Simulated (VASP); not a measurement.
# W (Cmce) in VASP: a series of runs

W is run at these levels: r2SCAN; tasks: single point, relaxation of cell and atoms.

All numbers are computed with VASP 6.6.1; they aren't measurements. Logs are shortened: lines on timing, memory, paths and dates and some standing lists are left out, and cuts for length are marked.

**1. The cell of the first run**

The structure is orthorhombic, space group Cmce (No. 64). The conventional cell has a = 3.167 Å, b = 10.045 Å, c = 4.190 Å, α = 90.00°, β = 90.00°, γ = 90.00°. Within 2.7 Å of W (site symmetry m) lie 3 W at 2.07 to 2.11 Å.

**2. Single point, r2SCAN**

File POSCAR:

```
W
1.0
    1.5833182685     -5.0226108215      0.0000000000
    1.5833182685      5.0226108215      0.0000000000
    0.0000000000      0.0000000000      4.1902924568
W
4
Direct
    0.0980000000      0.9020000000      0.9100000000
    0.5980000000      0.4020000000      0.5900000000
    0.9020000000      0.0980000000      0.0900000000
    0.4020000000      0.5980000000      0.4100000000
```

File INCAR.step1:

```
PREC = Accurate
ENCUT = 520
ISMEAR = 0
SIGMA = 0.1
LREAL = F
LASPH = T
NELM = 60
NBANDS = 36
GGA = PE
ALGO = Normal
EDIFF = 1E-4
LWAVE = T
LCHARG = F
```

File INCAR.step2:

```
PREC = Accurate
ENCUT = 520
EDIFF = 1E-6
ISMEAR = 0
SIGMA = 0.1
LREAL = F
LASPH = T
NELM = 60
ALGO = Normal
ISIF = 2
LWAVE = F
LCHARG = F
METAGGA = R2SCAN
LMIXTAU = T
NBANDS = 36
ISTART = 1
```

File KPOINTS:

```
Automatic mesh
0
Gamma
  6 6 4
```

Potentials or basis: VASP PAW PBE potentials, release 64 (W_sv).

The run is started by

```console
$ cat potpaw_PBE.64/W_sv/POTCAR > POTCAR
$ cp INCAR.step1 INCAR
$ mpirun -np 1 vasp_std > vasp.out
$ cp INCAR.step2 INCAR
$ mpirun -np 1 vasp_std > vasp.out
```

OUTCAR:

```text
PREC = Accurate
   ENCUT = 520
   EDIFF = 1E-6
   ISMEAR = 0
   LREAL = F
   LASPH = T
   NELM = 60
   ISIF = 2
   METAGGA = R2SCAN
   ISTART = 1

 ion  position               nearest neighbor table
   1  0.098  0.902  0.910-   2 2.07   2 2.07   3 2.11   2 3.26   2 3.26   4 3.28   4 3.28   4 3.28
                             4 3.28
   2  0.598  0.402  0.590-   1 2.07   1 2.07   4 2.11   1 3.26   1 3.26   3 3.28   3 3.28   3 3.28
                             3 3.28
   3  0.902  0.098  0.090-   4 2.07   4 2.07   1 2.11   4 3.26   4 3.26   2 3.28   2 3.28   2 3.28
                             2 3.28
   4  0.402  0.598  0.410-   3 2.07   3 2.07   2 2.11   3 3.26   3 3.26   1 3.28   1 3.28   1 3.28
                             1 3.28

  LATTYP: Found a base centered orthorhombic cell.
 ALAT       =     3.1666365370
 B/A-ratio  =     3.1722054381
 C/A-ratio  =     1.3232628399

  Lattice vectors:

 A1 = (   1.5833182685,  -5.0226108215,   0.0000000000)
 A2 = (   1.5833182685,   5.0226108215,   0.0000000000)
 A3 = (   0.0000000000,   0.0000000000,   4.1902924568)

Analysis of symmetry for initial positions (statically):
=====================================================================
 Subroutine PRICEL returns:
 Original cell was already a primitive cell.

 Routine SETGRP: Setting up the symmetry group for a
 base centered orthorhombic supercell.

 Subroutine GETGRP returns: Found  8 space group operations
 (whereof  4 operations were pure point group operations)
 out of a pool of  8 trial point group operations.

The static configuration has the point symmetry C_2h.
 The point group associated with its full space group is D_2h.

Analysis of symmetry for dynamics (positions and initial velocities):
=====================================================================
 Subroutine PRICEL returns:
 Original cell was already a primitive cell.

 Routine SETGRP: Setting up the symmetry group for a
 base centered orthorhombic supercell.

 Subroutine GETGRP returns: Found  8 space group operations
 (whereof  4 operations were pure point group operations)
 out of a pool of  8 trial point group operations.

The dynamic configuration has the point symmetry C_2h.
 The point group associated with its full space group is D_2h.

 Subroutine INISYM returns: Found  8 space group operations
 (whereof  4 operations are pure point group operations),
 and found     1 'primitive' translations

----------------------------------------------------------------------------------------
[... 97 lines left out ...]
   EDIFF  = 0.1E-05   stopping-criterion for ELM
   LREAL  =      F    real-space projection
   EDIFFG = 0.1E-04   stopping-criterion for IOM
   NSW    =      0    number of steps for IOM
   IBRION =     -1    ionic relax: 0-MD 1-quasi-New 2-CG
   NFREE  =      0    steps in history (QN), initial steepest desc. (CG)
   ISIF   =      2    stress and relaxation
   ISYM   =      2    0-nonsym 1-usesym 2-fastsym
   POTIM  = 0.5000    time-step for ionic-motion
   TEBEG  =    0.0;   TEEND  =   0.0 temperature during run
   PSTRESS=    0.0 pullay stress
   NELECT =      56.0000    total number of electrons
   NUPDOWN=      -1.0000    fix difference up-down
   EMIN   =  10.00;   EMAX   =-10.00  energy-range for DOS
   EFERMI =   0.00;   METHOD = LEGACY
   ISMEAR =     0;   SIGMA  =   0.10  broadening in eV -4-tet -1-fermi 0-gaus
   EFERMI_NEDOS =   21; number of points for ismear=-14 and -15
   IALGO  =     38    algorithm
   IMIX   =      4    mixing-type and parameters
     AMIX     =   0.40;   BMIX     =  1.00
     AMIX_MAG =   1.60;   BMIX_MAG =  1.00
  volume/ion in A,a.u.               =      16.66       112.44
  Fermi-wavevector in a.u.,A,eV,Ry     =   1.544828  2.919302 32.470218  2.386494
  Thomas-Fermi vector in A             =   2.650293
   LORBIT       =      0    0 simple, 1 ext, 2 COOP (PROOUT), +10 PAW based schemes
   METAGGA = R2SCAN    functional components
   LHFCALC =     F    Hartree Fock is set to
   AEXX    =    0.0000 exact exchange contribution
   IVDW    =     0    specifies the selected vdW correction
   LEPSILON=     F    determine dielectric tensor
   LRPA    =     F    only Hartree local field effects (RPA)
 non-spin polarized calculation
 Gauss-broadening in eV      SIGMA  =   0.10
  energy-cutoff  :      520.00
  volume of cell :       66.65
 maximum number of plane-waves:      1822
   NGX = 19   NGY = 19   NGZ = 15

 number of electron      56.0000004 magnetization

 Free energy of the ion-electron system (eV)
  ---------------------------------------------------
  ext. energy  EPLUGINS =         0.00000000
  ---------------------------------------------------
  free energy    TOTEN  =      -183.48113541 eV

  energy without entropy =     -183.46230239  energy(sigma->0) =     -183.47171890

 E-fermi :  10.0847     XC(G=0): -13.8724

 val. band max:       10.0809469242   @ k =   0.0000   0.0000   0.0000
 cond. band min:      10.1046730217   @ k =   0.0000   0.0000   0.2500
 fundamental gap:      0.0237260975
 Fermi energy:        10.0847375238

 k-point     1 :       0.0000    0.0000    0.0000
  band No.  band energies     occupation
      1     -65.9191      2.00000
      2     -65.3651      2.00000
      3     -64.5933      2.00000
      4     -63.9965      2.00000
      5     -31.5875      2.00000
      6     -31.3937      2.00000
[... 925 lines left out ...]
     35      15.6090      0.00000
     36      16.5380      0.00000

 [... further k-points ...]

------------------------ aborting loop because EDIFF is reached ----------------------------------------

  FORCE on cell =-STRESS in cart. coord.  units (eV):
  Direction    XX          YY          ZZ          XY          YZ          ZX
  --------------------------------------------------------------------------------------
  -------------------------------------------------------------------------------------
  Total       62.1238147     43.5410883     54.6415051      0.0000000      0.0000000      0.0000000
  in kB     1493.4703899   1046.7374948   1313.5939939      0.0000000      0.0000000      0.0000000
  external PRESSURE =    1284.6006262 kB  Pullay stress =       0.0000000 kB

 VOLUME and BASIS-vectors are now :
 -----------------------------------------------------------------------------
  energy-cutoff  :      520.00
  volume of cell :       66.65
      direct lattice vectors                 reciprocal lattice vectors
     1.583318269 -5.022610821  0.000000000     0.315792478 -0.099549819  0.000000000
     1.583318269  5.022610821  0.000000000     0.315792478  0.099549819  0.000000000
     0.000000000  0.000000000  4.190292457     0.000000000  0.000000000  0.238646827

 POSITION                                       TOTAL-FORCE (eV/Angst)
 -----------------------------------------------------------------------------------
      1.58332      4.03818      3.81317         0.000000    -12.807307     14.245021
      1.58332     -0.98443      2.47227         0.000000    -12.807307    -14.245021
      1.58332     -4.03818      0.37713         0.000000     12.807307    -14.245021
      1.58332      0.98443      1.71802         0.000000     12.807307     14.245021
 -----------------------------------------------------------------------------------
    total drift:                                0.000000      0.000000      0.000000

  FREE ENERGIE OF THE ION-ELECTRON SYSTEM (eV)
  ---------------------------------------------------
  free  energy   TOTEN  =      -183.4811354128 eV

  energy  without entropy=     -183.4623023867  energy(sigma->0) =     -183.47171890
```

OSZICAR.step1:

```text
N       E                     dE             d eps       ncg     rms          rms(c)
DAV:   1     0.778866803227E+03    0.77887E+03   -0.33691E+04  2808   0.184E+03
DAV:   2     0.103655711590E+02   -0.76850E+03   -0.75127E+03  2952   0.589E+02
DAV:   3    -0.309985784233E+02   -0.41364E+02   -0.39954E+02  3360   0.134E+02
DAV:   4    -0.318817825854E+02   -0.88320E+00   -0.87702E+00  3212   0.194E+01
DAV:   5    -0.318955084286E+02   -0.13726E-01   -0.13721E-01  3244   0.268E+00    0.684E+01
DAV:   6    -0.300885540906E+02    0.18070E+01   -0.47526E+00  3068   0.140E+01    0.395E+01
DAV:   7    -0.298674169625E+02    0.22114E+00   -0.11588E+00  3144   0.727E+00    0.174E+00
DAV:   8    -0.298589962602E+02    0.84207E-02   -0.83079E-02  3136   0.249E+00    0.750E-01
DAV:   9    -0.298582072264E+02    0.78903E-03   -0.10570E-02  3264   0.810E-01    0.201E-01
DAV:  10    -0.298581755981E+02    0.31628E-04   -0.11080E-03  3136   0.323E-01    0.117E-01
DAV:  11    -0.298581923831E+02   -0.16785E-04   -0.58578E-05  1748   0.616E-02
   1 F= -.29858192E+02 E0= -.29848700E+02  d E =-.189847E-01
```

Run time: 3.8 min. Hardware: 1 thread of Intel Xeon Platinum 8375C at 2.90GHz (Ice Lake), shared host; peak memory 0.26 GiB.

What came out:

- Free energy: -183.4811 eV
- Pressure: 128.5 GPa
- Largest force: 19.156 eV/Å
- Band gap on the k mesh: zero (bands 28 and 29 overlap by 1.35 eV)

Forces in eV/Å, atoms in the order of the input:
```
W     0.000 -12.807  14.245
W     0.000 -12.807 -14.245
W     0.000  12.807 -14.245
W     0.000  12.807  14.245
```

Levels at points of the mesh, in eV from the Fermi level:
```tsv
k point	band 25	band 26	band 27	band 28	band 29	band 30	band 31	band 32
(0.00, 0.00, 0.00)	-1.88	-0.58	0.00	0.47	1.34	1.61	1.75	1.86
(0.50, 0.00, 0.00)	-0.68	-0.68	-0.47	-0.47	0.67	0.67	1.36	1.36
(0.50, 0.50, 0.00)	-2.21	-0.77	-0.09	0.26	0.44	0.82	1.54	4.24
(0.00, 0.00, 0.50)	-2.57	-2.57	-2.24	-2.24	-0.83	-0.83	3.45	3.45
(0.50, 0.00, 0.50)	-0.54	-0.54	-0.38	-0.38	1.11	1.11	1.44	1.44
(0.50, 0.50, 0.50)	-2.51	-2.51	-2.23	-2.23	-0.49	-0.49	3.32	3.32
```

Caveat: the k points lie up to 0.37 Å⁻¹ apart, too coarse for converged energies and pressures of a metal; atoms lie so close that the PAW spheres overlap strongly, which falsifies energies and pressures; the PAW data sets were made with another functional, which shifts forces and pressure a little; spin-orbit coupling is left out, which moves the levels of the heavy elements.

**3. Relaxation of cell and atoms, r2SCAN**

This run uses another cell than the first one, of 16.71 Å³/atom.

File POSCAR:

```
W
1.0
    2.6571548570     -1.7561760909      0.0000000000
    2.6571548570      1.7561760909      0.0000000000
    0.0000000000      0.0000000000      7.1638799453
W
4
Direct
    0.8500000000      0.1500000000      0.1170000000
    0.6500000000      0.3500000000      0.6170000000
    0.1500000000      0.8500000000      0.8830000000
    0.3500000000      0.6500000000      0.3830000000
```

File INCAR.step1:

```
SYSTEM = W
PREC = Accurate
ENCUT = 600
ISMEAR = 0
SIGMA = 0.1
LREAL = .False.
LASPH = .True.
NELM = 80
GGA = PE
ALGO = Normal
EDIFF = 1E-4
LWAVE = .True.
LCHARG = .False.
```

File INCAR.step2:

```
SYSTEM = W
PREC = Accurate
ENCUT = 600
EDIFF = 1E-7
ISMEAR = 0
SIGMA = 0.1
LREAL = .False.
LASPH = .True.
NELM = 80
ALGO = Normal
ISIF = 3
LWAVE = .False.
LCHARG = .False.
METAGGA = R2SCAN
LMIXTAU = .True.
IBRION = 2
NSW = 90
EDIFFG = -0.04
ISTART = 1
```

File KPOINTS:

```
regular mesh
0
Gamma
  6 6 4
  0 0 0
```

Potentials or basis: VASP PAW PBE potentials, release 64 (W_sv).

The run is started by

```console
$ cat potpaw_PBE.64/W_sv/POTCAR > POTCAR
$ cp INCAR.step1 INCAR
$ mpirun -np 1 vasp_std > vasp.out
$ cp INCAR.step2 INCAR
$ mpirun -np 1 vasp_std > vasp.out
```

Run time: 89 min. Hardware: 1 thread of Intel Xeon 6975P-C (Granite Rapids), shared host; peak memory 0.27 GiB.

Results (log left out):

- Free energy: -205.4780 eV
- Relaxed volume: 15.91 Å³/atom
- Relaxed cell: a = 2.731 Å, b = 2.731 Å, c = 9.032 Å, α = 90.00°, β = 90.00°, γ = 70.84°
- Space group after relaxing (to 0.1 Å): Im-3m (No. 229)
- Energy gained by relaxing: 2635.6 meV/atom
- Ionic steps: 28
- Pressure after relaxing: 0.2 GPa
- Band gap on the k mesh: zero (bands 28 and 29 overlap by 2.17 eV)

Stress tensor (GPa, compression positive):
```
 0.20  0.00  0.00
 0.00 -0.04  0.00
 0.00  0.00  0.30
```

The path:
```csv
step,energy change (eV),largest force (eV/Å),pressure (GPa),volume (Å³)
1,0.0000,13.2863,44.70,66.86
2,-1.3421,2.1250,-14.71,111.67
3,-1.4508,2.2298,-16.52,109.01
4,-1.6553,2.2521,-18.48,105.85
5,-4.4369,0.8442,-22.78,86.49
6,-5.9243,2.5780,-14.48,76.67
7,-5.8306,2.5284,-3.60,72.51
8,-5.9721,2.6400,-11.32,75.23
9,-8.3613,3.6465,3.87,65.60
10,-8.4002,3.8284,12.91,63.45
11,-9.4522,0.7102,8.10,63.21
12,-9.4745,0.4053,8.41,63.15
13,-9.8604,0.4548,-3.73,65.28
14,-10.0020,0.5190,-17.20,68.14
15,-10.2170,0.6024,-14.73,67.31
16,-10.3095,0.6598,-12.04,66.58
17,-10.3199,0.6777,-10.81,66.28
18,-10.4173,0.6442,-4.43,64.78
19,-10.4427,0.6133,0.97,63.64
20,-10.4428,0.6114,1.32,63.57
21,-10.4573,0.5367,1.04,63.61
22,-10.4860,0.4165,0.29,63.72
23,-10.4781,0.7221,-0.82,63.95
24,-10.4930,0.4814,-0.25,63.82
25,-10.5125,0.3849,-0.27,63.79
26,-10.5408,0.0980,-0.09,63.69
27,-10.5410,0.0755,-0.05,63.68
28,-10.5424,0.0019,0.15,63.65
```

Final structure:
```cif
data_structure
_symmetry_space_group_name_H-M 'P 1'
_symmetry_Int_Tables_number 1
_cell_length_a 2.7313
_cell_length_b 2.7313
_cell_length_c 9.0325
_cell_angle_alpha 90.000
_cell_angle_beta 90.000
_cell_angle_gamma 70.842
_cell_volume 63.65
loop_
_atom_site_label
_atom_site_type_symbol
_atom_site_fract_x
_atom_site_fract_y
_atom_site_fract_z
_atom_site_occupancy
W1 W 0.75002 0.24998 0.12501 1
W2 W 0.74998 0.25002 0.62501 1
W3 W 0.24998 0.75002 0.87499 1
W4 W 0.25002 0.74998 0.37499 1
```

Levels at points of the mesh, in eV from the Fermi level:
```
           k point  band 25  band 26  band 27  band 28  band 29  band 30  band 31  band 32
(0.00, 0.00, 0.00)    -2.10    -1.48    -1.37    -1.21     0.30     1.57     1.57     1.88
(0.50, 0.00, 0.00)    -2.45    -2.45     0.44     0.44     2.01     2.01     2.32     2.32
(0.50, 0.50, 0.00)    -0.83    -0.83     0.08     0.09     0.56     2.19     3.23     5.07
(0.00, 0.00, 0.50)    -1.57    -1.57    -1.20    -1.20    -0.48    -0.48     1.97     1.97
(0.50, 0.00, 0.50)    -1.04    -1.04    -1.04    -1.04     2.17     2.17     2.17     2.17
(0.50, 0.50, 0.50)    -1.45    -1.45     0.89     0.89     2.39     2.39     2.57     2.57
```

Caveat: a cell axis changed by over 15 % at a fixed basis, so the end point is rough; the PAW data sets were made with another functional, which shifts forces and pressure a little; spin-orbit coupling is left out, which moves the levels of the heavy elements.
